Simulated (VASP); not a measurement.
Here is a VASP 6.6.1 calculation.

The input INCAR:

```
SYSTEM = RuBr2
PREC = Accurate
ENCUT = 560
EDIFF = 1E-6
ISMEAR = 0
SIGMA = 0.05
LREAL = .FALSE.
LASPH = .TRUE.
NELM = 200
ALGO = Normal
ISIF = 2
LWAVE = .FALSE.
LCHARG = .TRUE.
ISPIN = 2
MAGMOM = 1 0 0
LORBIT = 11
LMAXMIX = 4
LDAU = .TRUE.
LDAUTYPE = 2
LDAUL = 2 -1
LDAUU = 7 0
LDAUJ = 0 0
LDAUPRINT = 1
GGA = PE
LELF = .TRUE.
LVHAR = .TRUE.
NBANDS = 26
GGA_COMPAT = .FALSE.
```

The input KPOINTS:

```
regular mesh
0
G
  5 5 5
  0 0 0
```

POSCAR

```
RuBr2
1.0
    0.0000000000      3.1637246900      3.1637246900
    3.1637246900      0.0000000000      3.1637246900
    3.1637246900      3.1637246900      0.0000000000
Ru Br
1 2
Direct
    0.0000000000      0.0000000000      0.0000000000
    0.2500000000      0.2500000000      0.2500000000
    0.7500000000      0.7500000000      0.7500000000
```

Potentials or basis: VASP PAW PBE potentials, release 64 (Ru_sv, Br).

Launch:

```bash
$ cat potpaw_PBE.64/Ru_sv/POTCAR potpaw_PBE.64/Br/POTCAR > POTCAR
$ mpirun -np 1 vasp_std > vasp.out
```

(1) What does it give for the band gap on the k mesh?

(2) Predict the site moments.

Answers

(1) zero (filled and empty bands overlap).

(2) Ru +2.09; Br -0.13 μB.
